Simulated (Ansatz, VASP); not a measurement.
# CoSn3 in VASP and in Ansatz

The input INCAR:

```
  ALGO = Normal
  EDIFF = 1E-6
  ENCUT = 520
  GGA = PS
  ISIF = 2
  ISMEAR = 0
  ISPIN = 2
  LASPH = True
  LCHARG = False
  LMAXMIX = 4
  LORBIT = 11
  LREAL = False
  LWAVE = False
  MAGMOM = 0 0 0 3.5
  NBANDS = 38
  NELM = 150
  PREC = Accurate
  SIGMA = 0.1
```

KPOINTS

```
k-points
0
Gamma
  10 10 10
```

Contents of POSCAR:

```
CoSn3
1.0
    4.3976643260      0.0000000000      0.0000000000
    0.0000000000      4.3976643260      0.0000000000
    0.0000000000      0.0000000000      4.3976643260
Sn Co
3 1
Direct
    0.0000000000      0.5000000000      0.5000000000
    0.5000000000      0.0000000000      0.5000000000
    0.5000000000      0.5000000000      0.0000000000
    0.0000000000      0.0000000000      0.0000000000
```

Input for Ansatz:

```yaml
crystal:
  lattice:
    - [4.3976643244, 0.0, 0.0]
    - [0.0, 4.3976643244, 0.0]
    - [0.0, 0.0, 4.3976643244]
  atoms:
    - { symbol: Sn, position: [0.0, 0.5, 0.5] }
    - { symbol: Sn, position: [0.5, 0.0, 0.5] }
    - { symbol: Sn, position: [0.5, 0.5, 0.0] }
    - { symbol: Co, position: [0.0, 0.0, 0.0], spin: 3.5 }
basis:
  ecutwfc: 420
kpoints:
  mp_grid: { grid: [10, 10, 10] }
hamiltonian:
  xc: pbesol
scf:
  occupations: { method: gaussian, width: 0.1 }
  lower_state_search: "off"
output:
  forces: true
  stress: true
  eigenvalues: true
  populations: true
magnetization:
  spin_polarized: true
```

Alike in both runs: task single point; functional PBEsol; k mesh 10 × 10 × 10; occupations gaussian, width 0.1 eV; collinear spin.

|  | VASP | Ansatz |
| --- | --- | --- |
| version | VASP 6.6.1 | Ansatz 0.2.0 |
| potentials or method | VASP PAW PBE potentials, release 64 (Sn_d, Co), cutoff 520 eV | scalar-relativistic, plane waves, PAW |
| valence electrons in the cell | 51 | 59 |

|  | VASP | Ansatz | Ansatz less VASP |
| --- | --- | --- | --- |
| gap on the k mesh at the Fermi level (eV) | none | none | - |
| pressure (GPa) | -0.1 | 0.0 | +0.06 |
| net moment per atom (μB) | 0.31 | 0.32 | +0.005 |
| size of the moment on the site where the two differ most (μB) | 1.29 | 1.33 | +0.039 |

VASP's potentials were made for PBE, not for PBEsol. Site moments also hang on the region over which each program counts them. A gap of «none» marks a metal or a gap that the smearing closes. VASP's potentials hold 51 valence electrons a cell and Ansatz's 59, so a difference there can come from the potentials and not from the codes.
